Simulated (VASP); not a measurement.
Runs of VASP 6.6.1 on LiFeN. Symmetry: P-6m2, No. 187, hexagonal system. The conventional cell has a = 3.101 Å, b = 3.101 Å, c = 4.145 Å, α = 90.00°, β = 90.00°, γ = 120.00°. Fe (site symmetry -6m2) has 3 N at 1.79 Å within 2.4 Å. N (site symmetry -6m2) has 3 Fe at 1.79 Å and 2 Li at 2.07 Å within 2.4 Å. Within 2.8 Å of Li (site symmetry -6m2) lie 2 N at 2.07 Å and 6 Fe at 2.74 Å. 

```csv
U,k mesh for the DOS,occupations for the DOS,gap on the mesh (eV),moment (μB)
Fe d U = 2.0 eV,-,-,none,2.86
Fe d U = 1.0 eV,15 × 15 × 11,tetrahedron,-,(b)
Fe d U = 3.0 eV,15 × 15 × 11,tetrahedron,-,2.93
Fe d U = 6.0 eV,-,-,none,3.62
Fe d U = 4.0 eV,-,-,none,(a)
```

Alike in all rows: task single point; level PBE+U; potentials or basis VASP PAW PBE potentials, release 64 (Fe, N, Li_sv); spin collinear, ferromagnetic start; cell as given; k mesh 10 × 10 × 7; cutoff (eV) 520; smearing fermi-dirac 0.05 eV.

Task: Estimate the missing entries.

Result: (a) 3.40; (b) 0.75.

Caveats: a cell with one magnetic atom can't hold antiferromagnetic order, which such compounds often take.

A gap of «none» marks levels without a gap at the run's occupations.
